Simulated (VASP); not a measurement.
Here is a VASP 6.6.1 calculation.

INCAR

```
PREC = Accurate
ENCUT = 520
EDIFF = 1E-7
ISMEAR = -1
SIGMA = 0.05
LREAL = F
LASPH = T
NELM = 60
ALGO = Normal
ISIF = 2
LWAVE = F
LCHARG = T
GGA = PE
LELF = T
LVHAR = T
NBANDS = 18
```

Contents of KPOINTS:

```
Automatic mesh
0
Gamma
  8 8 6
```

File POSCAR:

```
P
1.0
    1.6561386650     -5.6399000076      0.0000000000
    1.6561386650      5.6399000076      0.0000000000
    0.0000000000      0.0000000000      4.5582975651
P
4
Direct
    0.9058701169      0.0941298831      0.5862461150
    0.0941298831      0.9058701169      0.4137538850
    0.5941298831      0.4058701169      0.0862461150
    0.4058701169      0.5941298831      0.9137538850
```

Potentials or basis: VASP PAW PBE potentials, release 64 (P).

Command:

```sh
$ cat potpaw_PBE.64/P/POTCAR > POTCAR
$ mpirun -np 1 vasp_std > vasp.out
```

Question: Predict the largest force.

Answer: 0.062 eV/Å.

Question: What does it give for the pressure?

Answer: -0.4 GPa.

Question: What does it give for the band gap on the k mesh?

Answer: 0.14 eV.

Forces in eV/Å, atoms in the order of the input:
```
P    0.000 -0.045  0.042
P    0.000  0.045 -0.042
P    0.000  0.045  0.042
P    0.000 -0.045 -0.042
```

A k mesh can miss the band edges.
